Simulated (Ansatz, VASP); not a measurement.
One calculation of Tl, two programs

```
CELL_PARAMETERS angstrom
3.41271 0.00000 0.00000
-1.70636 2.95550 0.00000
0.00000 0.00000 5.44317
ATOMIC_POSITIONS crystal
Tl 0.33333 0.66667 0.25000
Tl 0.66667 0.33333 0.75000
```

Alike in both runs: task single point; functional PBEsol; k mesh 17 × 17 × 10; occupations fermi-dirac, width 0.1 eV; no spin polarisation.

|  | VASP | Ansatz |
| --- | --- | --- |
| version | VASP 6.6.1 | Ansatz 0.2.0 |
| potentials or method | VASP PAW PBE potentials, release 64 (Tl_d), cutoff 520 eV | plane waves (420 eV) with PAW, scalar-relativistic |
| valence electrons in the cell | 26 | 26 |

Ansatz gave:

- pressure (GPa): 1.7

Question: What did VASP give for the same quantities?

Answer: Pressure (GPa): 1.6.

VASP's potentials were made for PBE, not for PBEsol, and Ansatz warns of the same on its side.

Spin-orbit coupling is off throughout.
